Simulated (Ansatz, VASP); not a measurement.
## Al2O3 in VASP and in Ansatz

```xyz
10
Lattice="2.2721 1.3118 4.0205 -2.2721 1.3118 4.0205 0.0000 -2.6236 4.0205" Properties=species:S:1:pos:R:3 pbc="T T T"
Al    0.0000    0.0000   10.2769
Al    0.0000    0.0000    7.8155
Al    0.0000    0.0000    1.7847
Al    0.0000    0.0000    4.2461
O    -0.8822   -1.3118    5.0257
O     1.5772   -0.1081    5.0257
O    -0.6949    1.4199    5.0257
O     0.8822    1.3118    7.0360
O    -1.5772    0.1081    7.0360
O     0.6949   -1.4199    7.0360
```

Alike in both runs: task single point; functional PBEsol; k mesh 6 × 6 × 6; occupations gaussian, width 0.05 eV; no spin polarisation.

|  | VASP | Ansatz |
| --- | --- | --- |
| version | VASP 6.6.1 | Ansatz 0.2.0 |
| potentials or method | VASP PAW PBE potentials, release 64 (Al, O), cutoff 520 eV | scalar-relativistic, plane waves, PAW |
| valence electrons in the cell | 48 | 48 |

|  | VASP | Ansatz | Ansatz less VASP |
| --- | --- | --- | --- |
| gap on the k mesh at the Fermi level (eV) | 8.00 | 7.98 | -0.017 |
| least direct gap on the mesh (eV) | 8.00 | 7.98 | -0.017 |
| rms of the force components (eV/Å) | 0.150 | 0.146 | -0.0043 |

VASP's potentials were made for PBE, not for PBEsol, and Ansatz warns of the same on its side. Atom by atom the forces differ by 0.006 eV/Å (rms over components).
